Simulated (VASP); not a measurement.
# TiH (Fm-3m) in VASP: further runs

TiH is run at these levels: PBEsol; tasks: single point.

Program: VASP 6.6.1. These are calculated values, not measurements. Logs are shortened: lines on timing, memory, paths and dates and some standing lists are left out, and cuts for length are marked.

## (1) The cell of the first run

It takes space group Fm-3m (No. 225, cubic). Conventional cell: a = 3.957 Å, b = 3.957 Å, c = 3.957 Å, α = 90.00°, β = 90.00°, γ = 90.00°. Within 2.6 Å of Ti (site symmetry m-3m) lie 6 H at 1.98 Å. H (site symmetry m-3m) has 6 Ti at 1.98 Å within 2.6 Å.

## (2) Single point, PBEsol (equal strain along all axes, cell held: -4.5 %)

Input file INCAR:

```
SYSTEM = TiH
ALGO = Normal
EDIFF = 1E-6
ENCUT = 520
GGA = PS
ISIF = 2
ISMEAR = 0
LASPH = .True.
LCHARG = .False.
LREAL = .False.
LWAVE = .False.
NBANDS = 21
NELM = 60
PREC = Accurate
SIGMA = 0.1
```

Input file KPOINTS:

```
k-points
0
Gamma
  14 14 10
  0 0 0
```

Input file POSCAR:

```
TiH
1.0
    1.9786122597      1.9786122597      0.0000000000
   -1.9786122597      1.9786122597      0.0000000000
    0.0000000000      0.0000000000      3.9572245193
Ti H
2 2
Direct
    0.0000000000      0.0000000000      0.0000000000
    0.5000000000      0.5000000000      0.5000000000
    0.5000000000      0.5000000000      0.0000000000
    0.0000000000      0.0000000000      0.5000000000
```

Potentials or basis: VASP PAW PBE potentials, release 64 (Ti_sv, H).

Launch:

```console
> cat potpaw_PBE.64/Ti_sv/POTCAR potpaw_PBE.64/H/POTCAR > POTCAR
> mpirun -np 1 vasp_std > vasp.out
```

OUTCAR:

```text
SYSTEM = TiH
   EDIFF = 1E-6
   ENCUT = 520
   GGA = PS
   ISIF = 2
   ISMEAR = 0
   LASPH = .True.
   LREAL = .False.
   NELM = 60
   PREC = Accurate

 ion  position               nearest neighbor table
   1  0.000  0.000  0.000-   2 2.80   2 2.80   2 2.80   2 2.80   2 2.80   2 2.80   2 2.80   2 2.80

   2  0.500  0.500  0.500-   1 2.80   1 2.80   1 2.80   1 2.80   1 2.80   1 2.80   1 2.80   1 2.80

   3  0.500  0.500  0.000-
   4  0.000  0.000  0.500-

  LATTYP: Found a simple tetragonal cell.
 ALAT       =     2.7981802923
 C/A-ratio  =     1.4142135623

  Lattice vectors:

 A1 = (   1.9786122597,   1.9786122597,   0.0000000000)
 A2 = (  -1.9786122597,   1.9786122597,   0.0000000000)
 A3 = (   0.0000000000,   0.0000000000,   3.9572245193)

Analysis of symmetry for initial positions (statically):
=====================================================================
 Subroutine PRICEL returns following result:

  LATTYP: Found a face centered cubic cell.
 ALAT       =     3.9572245194

  Lattice vectors:

 A1 = (   0.0000000000,  -1.9786122597,  -1.9786122597)
 A2 = (   1.9786122597,   0.0000000000,  -1.9786122596)
 A3 = (   1.9786122597,  -1.9786122597,  -0.0000000000)

   2 primitive cells build up your supercell.

 Routine SETGRP: Setting up the symmetry group for a
 simple tetragonal supercell.

 Subroutine GETGRP returns: Found 16 space group operations
 (whereof 16 operations were pure point group operations)
 out of a pool of 16 trial point group operations.

The static configuration has the point symmetry D_4h.

Analysis of symmetry for dynamics (positions and initial velocities):
=====================================================================
 Subroutine PRICEL returns following result:

  LATTYP: Found a face centered cubic cell.
 ALAT       =     3.9572245194

  Lattice vectors:

 A1 = (   0.0000000000,  -1.9786122597,  -1.9786122597)
 A2 = (   1.9786122597,   0.0000000000,  -1.9786122596)
 A3 = (   1.9786122597,  -1.9786122597,  -0.0000000000)

   2 primitive cells build up your supercell.

 Routine SETGRP: Setting up the symmetry group for a
 simple tetragonal supercell.

 Subroutine GETGRP returns: Found 16 space group operations
 (whereof 16 operations were pure point group operations)
 out of a pool of 16 trial point group operations.

The dynamic configuration has the point symmetry D_4h.

 Subroutine INISYM returns: Found 16 space group operations
 (whereof 16 operations are pure point group operations),
 and found     2 'primitive' translations

----------------------------------------------------------------------------------------

                                     Primitive cell

  volume of cell :      15.4922

  direct lattice vectors                    reciprocal lattice vectors
     0.000000000 -1.978612260 -1.978612260    -0.252702366 -0.252702366 -0.252702366
     1.978612260  0.000000000 -1.978612260     0.252702366  0.252702366 -0.252702366
     1.978612260 -1.978612260 -0.000000000     0.252702366 -0.252702366  0.252702366

  length of vectors
     2.798180292  2.798180292  2.798180292     0.437693338  0.437693338  0.437693338

  position of ions in fractional coordinates (direct lattice)
     0.000000000  0.000000000  0.000000000
     0.500000000  0.500000000  0.500000000

  ion indices of the primitive-cell ions
   primitive index   ion index
                 1           1
                 2           4

----------------------------------------------------------------------------------------

 KPOINTS: k-points

Automatic generation of k-mesh.
 Grid dimensions read from file:
 generate k-points for:   14   14   10

 Generating k-lattice:

  Cartesian coordinates                     Fractional coordinates (reciprocal lattice)
     0.018050169  0.018050169  0.000000000     0.071428571  0.000000000  0.000000000
    -0.018050169  0.018050169  0.000000000     0.000000000  0.071428571  0.000000000
     0.000000000  0.000000000  0.025270237     0.000000000  0.000000000  0.100000000

  Length of vectors
     0.025526794  0.025526794  0.025270237

  Shift w.r.t. Gamma in fractional coordinates (k-lattice)
     0.000000000  0.000000000  0.000000000

 Subroutine IBZKPT returns following result:
 ===========================================

 Found    216 irreducible k-points:

 Following reciprocal coordinates:
            Coordinates               Weight
  0.000000  0.000000  0.000000      1.000000
  0.071429  0.000000  0.000000      4.000000
  0.142857  0.000000  0.000000      4.000000
  0.214286  0.000000  0.000000      4.000000
  0.285714  0.000000  0.000000      4.000000
  0.357143  0.000000  0.000000      4.000000
[... 16 lines left out ...]
  0.285714  0.214286  0.000000      8.000000
  0.357143  0.214286  0.000000      8.000000
 [... further k-points ...]
   k-points           NKPTS =    216   k-points in BZ     NKDIM =    216   number of bands    NBANDS=     21
   number of dos      NEDOS =    301   number of ions     NIONS =      4
   total plane-waves  NPLWV =  17280
   dimension x,y,z NGX =    24 NGY =   24 NGZ =   30
   dimension x,y,z NGXF=    48 NGYF=   48 NGZF=   60
   ions per type =               2   2
   NGX,Y,Z   is equivalent  to a cutoff of  14.26, 14.26, 12.60 a.u.
   NGXF,Y,Z  is equivalent  to a cutoff of  28.52, 28.52, 25.21 a.u.
 SYSTEM =  TiH
   PREC   = accura    normal or accurate (medium, high low for compatibility)
   ISTART =      0    job   : 0-new  1-cont  2-samecut
   ICHARG =      2    charge: 1-file 2-atom 10-const
   ISPIN  =      1    spin polarized calculation?
   LNONCOLLINEAR =      F non collinear calculations
   LSORBIT =      F    spin-orbit coupling
   LASPH  =      T    aspherical Exc in radial PAW
   ENCUT  =  520.0 eV  38.22 Ry    6.18 a.u.   5.20  5.20  7.36*2*pi/ulx,y,z
   NELM   =     60;   NELMIN=  2; NELMDL= -5     # of ELM steps
   EDIFF  = 0.1E-05   stopping-criterion for ELM
   LREAL  =      F    real-space projection
   EDIFFG = 0.1E-04   stopping-criterion for IOM
   NSW    =      0    number of steps for IOM
   IBRION =     -1    ionic relax: 0-MD 1-quasi-New 2-CG
   NFREE  =      0    steps in history (QN), initial steepest desc. (CG)
   ISIF   =      2    stress and relaxation
   ISYM   =      2    0-nonsym 1-usesym 2-fastsym
   POTIM  = 0.5000    time-step for ionic-motion
   TEBEG  =    0.0;   TEEND  =   0.0 temperature during run
   PSTRESS=    0.0 pullay stress
   NELECT =      26.0000    total number of electrons
   NUPDOWN=      -1.0000    fix difference up-down
   EMIN   =  10.00;   EMAX   =-10.00  energy-range for DOS
   EFERMI =   0.00;   METHOD = LEGACY
   ISMEAR =     0;   SIGMA  =   0.10  broadening in eV -4-tet -1-fermi 0-gaus
   EFERMI_NEDOS =   21; number of points for ismear=-14 and -15
   IALGO  =     38    algorithm
   IMIX   =      4    mixing-type and parameters
     AMIX     =   0.40;   BMIX     =  1.00
     AMIX_MAG =   1.60;   BMIX_MAG =  1.00
  volume/ion in A,a.u.               =       7.75        52.27
  Fermi-wavevector in a.u.,A,eV,Ry     =   1.544135  2.917992 32.441089  2.384353
  Thomas-Fermi vector in A             =   2.649699
   LORBIT       =      0    0 simple, 1 ext, 2 COOP (PROOUT), +10 PAW based schemes
   GGA     = PS    functional components
   LHFCALC =     F    Hartree Fock is set to
   AEXX    =    0.0000 exact exchange contribution
   IVDW    =     0    specifies the selected vdW correction
   LEPSILON=     F    determine dielectric tensor
   LRPA    =     F    only Hartree local field effects (RPA)
 non-spin polarized calculation
 Gauss-broadening in eV      SIGMA  =   0.10
  energy-cutoff  :      520.00
  volume of cell :       30.98
 maximum number of plane-waves:       888
 NGX is ok and might be reduce to    24
   NGX = 11   NGY = 11   NGZ = 15

 number of electron      25.9999984 magnetization

 Free energy of the ion-electron system (eV)
  ---------------------------------------------------
  ext. energy  EPLUGINS =         0.00000000
  ---------------------------------------------------
  free energy    TOTEN  =       -24.51609023 eV

  energy without entropy =      -24.49881409  energy(sigma->0) =      -24.50745216

 E-fermi :  10.5578     XC(G=0): -12.8731

 val. band max:       10.5576695066   @ k =   0.1429   0.0714   0.2000
 cond. band min:      10.5584869142   @ k =   0.3571   0.2143   0.1000
 fundamental gap:      0.0008174076
 Fermi energy:        10.5577523606

 k-point     1 :       0.0000    0.0000    0.0000
  band No.  band energies     occupation
      1     -45.6919      2.00000
      2     -45.4112      2.00000
      3     -22.4680      2.00000
      4     -21.8661      2.00000
      5     -21.8661      2.00000
      6     -21.5072      2.00000
[... 13 lines left out ...]
     20      15.0057      0.00000
     21      18.6970      0.00000

 k-point     2 :       0.0714    0.0000    0.0000
  band No.  band energies     occupation
      1     -45.6849      2.00000
      2     -45.4111      2.00000
      3     -22.4534      2.00000
      4     -21.8919      2.00000
      5     -21.8590      2.00000
      6     -21.5429      2.00000
[... 13 lines left out ...]
     20      15.4700      0.00000
     21      18.5163      0.00000

 k-point     3 :       0.1429    0.0000    0.0000
  band No.  band energies     occupation
      1     -45.6649      2.00000
      2     -45.4114      2.00000
      3     -22.4109      2.00000
      4     -21.9631      2.00000
      5     -21.8385      2.00000
      6     -21.6427      2.00000
[... 13 lines left out ...]
     20      16.4345      0.00000
     21      17.9586      0.00000
[... 457 lines left out ...]
 k-point    23 :       0.2857    0.2143    0.0000
  band No.  band energies     occupation
      1     -45.5501      2.00000
      2     -45.4116      2.00000
      3     -22.1867      2.00000
      4     -22.1663      2.00000
      5     -22.0441      2.00000
      6     -21.8833      2.00000
[... 13 lines left out ...]
     20      17.5324      0.00000
     21      19.2786      0.00000

 k-point    24 :       0.3571    0.2143    0.0000
  band No.  band energies     occupation
      1     -45.5150      2.00000
      2     -45.4184      2.00000
      3     -22.2668      2.00000
      4     -22.1681      2.00000
      5     -22.0828      2.00000
      6     -21.8477      2.00000
[... 13 lines left out ...]
     20      16.7934      0.00000
     21      19.1458      0.00000

 [... further k-points ...]
[... 5 lines left out ...]
  --------------------------------------------------------------------------------------
  -------------------------------------------------------------------------------------
  Total        5.0827110      5.0827110      5.2432861      0.0000000      0.0000000      0.0000000
  in kB      262.8233325    262.8233325    271.1265584      0.0000000      0.0000000      0.0000000
  external PRESSURE =     265.5910744 kB  Pullay stress =       0.0000000 kB

 VOLUME and BASIS-vectors are now :
 -----------------------------------------------------------------------------
  energy-cutoff  :      520.00
  volume of cell :       30.98
      direct lattice vectors                 reciprocal lattice vectors
     1.978612260  1.978612260  0.000000000     0.252702366  0.252702366  0.000000000
    -1.978612260  1.978612260  0.000000000    -0.252702366  0.252702366  0.000000000
     0.000000000  0.000000000  3.957224519     0.000000000  0.000000000  0.252702366

 POSITION                                       TOTAL-FORCE (eV/Angst)
 -----------------------------------------------------------------------------------
      0.00000      0.00000      0.00000        -0.000000     -0.000000     -0.000000
      0.00000      1.97861      1.97861         0.000000      0.000000      0.000000
      0.00000      1.97861      0.00000        -0.000000     -0.000000     -0.000000
      0.00000      0.00000      1.97861        -0.000000     -0.000000     -0.000000
 -----------------------------------------------------------------------------------
    total drift:                               -0.000000      0.000000     -0.000000

  FREE ENERGIE OF THE ION-ELECTRON SYSTEM (eV)
  ---------------------------------------------------
  free  energy   TOTEN  =       -24.5160902306 eV

  energy  without entropy=      -24.4988140886  energy(sigma->0) =      -24.50745216
```

Run time: 53 s. Hardware: 1 thread of Intel Xeon Platinum 8488C (Sapphire Rapids), shared host; peak memory 0.24 GiB.

Results:

```yaml
Free_energy: -24.5161 eV
Pressure: 26.6 GPa
Band_gap_on_the_k_mesh: zero (bands 13 and 14 overlap by 3.31 eV)
```

Caveat: the cell differs from its parent crystal (equal strain along all axes, cell held: -4.5 %); the cell stands under pressure; the PAW data sets were made with another functional, which shifts forces and pressure a little.

## (3) Single point, PBEsol (equal strain along all axes, cell held: -1.5 %)

Input file INCAR:

```
SYSTEM = TiH
ALGO     = Normal         ! electronic algorithm
EDIFF    = 1E-6           ! SCF threshold, eV
ENCUT    = 520            ! plane-wave cutoff, eV
GGA      = PS             ! functional
ISIF     = 2              ! what is computed and relaxed
ISMEAR   = 0              ! smearing method
LASPH    = .TRUE.         ! aspherical terms in the spheres
LCHARG   = .TRUE.         ! write CHGCAR
LELF     = .TRUE.         ! ELF
LREAL    = .FALSE.        ! projectors in reciprocal space
LVHAR    = .TRUE.       
LWAVE    = .FALSE.        ! write WAVECAR
NBANDS   = 21             ! bands
NELM     = 60             ! most SCF steps
PREC     = Accurate       ! precision mode
SIGMA    = 0.1            ! smearing width, eV
```

Input file KPOINTS:

```
k-points
0
G
  14 14 10
  0 0 0
```

Input file POSCAR:

```
TiH
1.0
    2.0407676186      2.0407676186      0.0000000000
   -2.0407676186      2.0407676186      0.0000000000
    0.0000000000      0.0000000000      4.0815352372
Ti H
2 2
Direct
    0.0000000000      0.0000000000      0.0000000000
    0.5000000000      0.5000000000      0.5000000000
    0.5000000000      0.5000000000      0.0000000000
    0.0000000000      0.0000000000      0.5000000000
```

Potentials or basis: VASP PAW PBE potentials, release 64 (Ti_sv, H).

Launch:

```console
> cat potpaw_PBE.64/Ti_sv/POTCAR potpaw_PBE.64/H/POTCAR > POTCAR
> mpirun -np 1 vasp_std > vasp.out
```

Wall time 54 s (1 thread of Intel Xeon Platinum 8488C (Sapphire Rapids), shared host); peak memory 0.25 GiB.

It converged, with:

```
Free energy            : -24.8243 eV
Pressure               : 7.2 GPa
Band gap on the k mesh : zero (bands 13 and 14 overlap by 2.80 eV)
```

Levels at points of the mesh, in eV from the Fermi level:
```
           k point  band 9  band 10  band 11  band 12  band 13  band 14  band 15  band 16  band 17  band 18
(0.00, 0.00, 0.00)   -9.81    -7.19    -2.07     0.71     0.71     0.71     1.87     2.34     2.34     3.51
(0.50, 0.00, 0.00)   -6.31    -6.31    -1.30    -1.30    -0.74    -0.74     1.16     1.16     2.36     2.36
(0.50, 0.50, 0.00)   -7.19    -7.19    -2.07    -2.07     1.87     1.87     3.51     3.51     3.98     3.98
(0.00, 0.00, 0.50)   -7.91    -7.91    -0.86    -0.86     0.43     0.43     1.88     1.88     1.88     1.88
(0.50, 0.00, 0.50)   -5.08    -5.08    -3.32    -3.32     0.26     0.26     0.26     0.26     3.59     3.59
(0.50, 0.50, 0.50)   -6.33    -6.33    -0.82    -0.82    -0.82    -0.82     1.59     1.59     3.99     3.99
```

Caveat: the cell differs from its parent crystal (equal strain along all axes, cell held: -1.5 %); the cell stands under pressure; the PAW data sets were made with another functional, which shifts forces and pressure a little.

(Part 1 of 2 ends here.)
